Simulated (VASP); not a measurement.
Set up this calculation in VASP 6.6.1, as the native input.

```yaml
Task: single point
Functional: PBE
Potentials_or_basis: VASP PAW PBE potentials, release 64 (Sc_sv, B, Sb_d_GW)
Cutoff: 560 eV
k_mesh: 4 × 4 × 4
Occupations: gaussian, width 0.1 eV
Spin: no spin polarisation
Dipole_correction: no
Further_INCAR_settings: ALGO = Normal; EDIFF = 1e-06; NBANDS = 40
```

The structure of ScB2Sb3 lies in POSCAR:

```
ScB2Sb3
1.0
   -2.3861760733      3.0350901329      5.8695907921
    2.3861760733     -3.0350901329      5.8695907921
    2.3861760733      3.0350901329     -5.8695907921
Sc B Sb
1 2 3
Direct
    0.0000000000      0.5000000000      0.5000000000
    0.3239066607      0.3239066607      0.0000000000
    0.6760933393      0.6760933393      0.0000000000
    0.8531795033      0.8531795033      0.0000000000
    0.1468204967      0.1468204967      0.0000000000
    0.5000000000      0.5000000000      0.0000000000
```

The cell was generated, and may not be a known phase.

These files were run (other wordings do the same):

INCAR

```
SYSTEM = ScB2Sb3
  PREC = Accurate
  ENCUT = 560
  EDIFF = 1E-6
  ISMEAR = 0
  SIGMA = 0.1
  LREAL = .FALSE.
  LASPH = .TRUE.
  NELM = 120
  ALGO = Normal
  ISIF = 2
  LWAVE = .FALSE.
  LCHARG = .FALSE.
  GGA = PE
  NBANDS = 40
  GGA_COMPAT = .FALSE.
```

KPOINTS

```
regular mesh
0
G
  4 4 4
  0 0 0
```

Potentials or basis: VASP PAW PBE potentials, release 64 (Sc_sv, B, Sb_d_GW).

Command:

```sh
$ cat potpaw_PBE.64/Sc_sv/POTCAR potpaw_PBE.64/B/POTCAR potpaw_PBE.64/Sb_d_GW/POTCAR > POTCAR
$ mpirun -np 1 vasp_std > vasp.out
```

Results of the run:

- Pressure: -0.1 GPa
- Largest force: 0.008 eV/Å
- Band gap on the k mesh: zero (bands 31 and 32 overlap by 0.48 eV)

Caveat: semilocal functionals underestimate gaps, and a narrow one can read as zero; spin-orbit coupling is left out, which moves the levels of the heavy elements.

Wall time 10 min on 1 thread of Intel(R) Xeon(R) Platinum 8375C CPU @ 2.90GHz (Ice Lake), on a shared host, peak memory 0.48 GiB.
